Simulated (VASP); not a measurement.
# TaN: single point with PBEsol

The system is TaN.

```
Ta N
1.0
     0.00000    2.18438    2.18438
     2.18438    0.00000    2.18438
     2.18438    2.18438    0.00000
Ta N
1 1
Direct
  0.50000 0.50000 0.50000
  0.00000 0.00000 0.00000
```

* Program: VASP 6.6.1
* Task: single point
* Functional: PBEsol
* Potentials or basis: VASP PAW PBE potentials, release 64 (Ta_sv_GW, N)
* Cutoff: 600 eV
* k mesh: 16 × 16 × 16
* Occupations: fermi-dirac, width 0.15 eV
* Spin: no spin polarisation

The pressure is 2.1 GPa. The band gap on the k mesh is zero (band 9 reaches 15.93 eV, above the bottom of band 10 at 11.78 eV).

Levels at points of the mesh, in eV from the Fermi level:
```csv
k point,band 6,band 7,band 8,band 9,band 10,band 11,band 12,band 13
"(0.00, 0.00, 0.00)",-3.84,-3.84,-3.84,-2.17,-2.17,-2.17,0.05,0.05
"(0.50, 0.00, 0.00)",-10.55,-7.72,-7.72,1.99,1.99,2.08,3.84,7.78
"(0.50, 0.50, 0.00)",-6.65,-5.62,-4.65,-4.65,2.18,3.70,3.70,4.79
```

It took 52 s on 1 thread of Intel(R) Xeon(R) Platinum 8488C (Sapphire Rapids), on a shared host, peak memory 0.21 GiB.

Caveat: the PAW data sets were made with another functional, which shifts forces and pressure a little; spin-orbit coupling is left out, which moves the levels of the heavy elements.
